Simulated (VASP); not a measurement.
Crystal: Tc.

```xyz
2
Lattice="3.0600 0.0000 0.0000 0.0000 3.0600 0.0000 0.0000 0.0000 3.0600" Properties=species:S:1:pos:R:3 pbc="T T T"
Tc    0.0000    0.0000    0.0000
Tc    1.5300    1.5300    1.5300
```

```yaml
Program: VASP 6.6.1
Task: relaxation of volume and atoms at fixed shape
Functional: PBEsol
Potentials_or_basis: VASP PAW PBE potentials, release 64 (Tc_pv)
Cutoff: 600 eV
k_mesh: 7 × 7 × 7
Occupations: gaussian, width 0.1 eV
Spin: no spin polarisation
```

At the start: pressure -4.0 GPa; volume 14.33 Å³/atom.

Question: How do energy, volume and symmetry change on relaxing?

Answer: Over 3 steps the energy falls by 2.4 meV/atom and the volume is 14.14 Å³/atom (-1.3 %); space group Im-3m (No. 229, to 0.05 Å).

Step by step:
| step | energy change (eV) | largest force (eV/Å) | pressure (GPa) | volume (Å³) |
| --- | --- | --- | --- | --- |
| 1 | 0.0000 | 0.0000 | -4.01 | 28.65 |
| 2 | 0.0406 | 0.0000 | 13.87 | 27.19 |
| 3 | -0.0047 | 0.0000 | -0.06 | 28.29 |

Final structure:
```cif
data_structure
_symmetry_space_group_name_H-M 'P 1'
_symmetry_Int_Tables_number 1
_cell_length_a 3.0470
_cell_length_b 3.0470
_cell_length_c 3.0470
_cell_angle_alpha 90.000
_cell_angle_beta 90.000
_cell_angle_gamma 90.000
_cell_volume 28.29
loop_
_atom_site_label
_atom_site_type_symbol
_atom_site_fract_x
_atom_site_fract_y
_atom_site_fract_z
_atom_site_occupancy
Tc1 Tc 0.00000 0.00000 0.00000 1
Tc2 Tc 0.50000 0.50000 0.50000 1
```

Caveat: the PAW data sets were made with another functional, which shifts forces and pressure a little.
